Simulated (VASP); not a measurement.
Input of a VASP 6.6.1 run:

Contents of INCAR:

```
SYSTEM = GaP
PREC     = Accurate       ! precision mode
ENCUT    = 520            ! plane-wave cutoff, eV
EDIFF    = 1E-7           ! SCF threshold, eV
ISMEAR   = -1             ! smearing method
SIGMA    = 0.1            ! smearing width, eV
LREAL    = .FALSE.        ! projectors in reciprocal space
LASPH    = .TRUE.         ! aspherical terms in the spheres
NELM     = 60             ! most SCF steps
ALGO     = Normal         ! electronic algorithm
ISIF     = 2              ! what is computed and relaxed
LWAVE    = .FALSE.        ! write WAVECAR
LCHARG   = .FALSE.        ! write CHGCAR
GGA      = PE             ! functional
NBANDS   = 16             ! bands
```

File KPOINTS:

```
regular mesh
0
G
  14 14 14
  0 0 0
```

Contents of POSCAR:

```
GaP
1.0
    0.0000000000      2.2234322030      2.2234322030
    2.2234322030      0.0000000000      2.2234322030
    2.2234322030      2.2234322030      0.0000000000
Ga P
1 1
Direct
    0.0000000000      0.0000000000      0.0000000000
    0.5000000000      0.5000000000      0.5000000000
```

Potentials or basis: VASP PAW PBE potentials, release 64 (Ga_d, P).

Run with:

```sh
$ cat potpaw_PBE.64/Ga_d/POTCAR potpaw_PBE.64/P/POTCAR > POTCAR
$ mpirun -np 1 vasp_std > vasp.out
```

**Question.** Predict the band gap on the k mesh.

**Answer.** Zero (bands 9 and 10 overlap by 3.34 eV).

**Question.** Predict the pressure.

**Answer.** 106.1 GPa.

Caveat: the cell stands under pressure.
